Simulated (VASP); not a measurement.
**ZrGa2Se2: single point with PBE**

The system is ZrGa2Se2.

```
Zr Ga Se
1.0
     4.16094    0.00000    0.00000
    -2.08047    3.60348    0.00000
     0.00000    0.00000    7.17937
Zr Ga Se
1 2 2
Direct
  0.00000 0.00000 0.00000
  0.33333 0.66667 0.50000
  0.66667 0.33333 0.50000
  0.33333 0.66667 0.00000
  0.66667 0.33333 0.00000
```

| Item | Value |
| --- | --- |
| Program | VASP 6.6.1 |
| Task | single point |
| Functional | PBE |
| Potentials or basis | VASP PAW PBE potentials, release 64 (Zr_sv, Ga_d, Se) |
| Cutoff | 520 eV |
| k mesh | 6 × 6 × 4 |
| Occupations | gaussian, width 0.1 eV |
| Spin | no spin polarisation |

- Pressure: 39.1 GPa
- Band gap on the k mesh: zero (band 25 reaches 7.20 eV, above the bottom of band 26 at 5.12 eV)

Stress tensor (GPa, compression positive):
```
60.71  0.00  0.00
 0.00 60.71  0.00
 0.00  0.00 -4.25
```

Levels at points of the mesh, in eV from the Fermi level:
| k point | band 23 | band 24 | band 25 | band 26 | band 27 | band 28 |
| --- | --- | --- | --- | --- | --- | --- |
| (0.00, 0.00, 0.00) | 0.02 | 0.17 | 0.17 | 0.43 | 0.43 | 1.32 |
| (0.50, 0.00, 0.00) | -2.96 | -0.43 | -0.34 | 0.65 | 0.95 | 1.49 |
| (0.00, 0.00, 0.50) | 0.17 | 0.17 | 0.41 | 0.41 | 1.24 | 1.24 |
| (0.50, 0.00, 0.50) | -2.76 | -0.94 | -0.07 | 0.17 | 0.31 | 0.96 |

It took 35 s on 1 thread of Intel(R) Xeon(R) 6975P-C (Granite Rapids), on a shared host, peak memory 0.26 GiB.
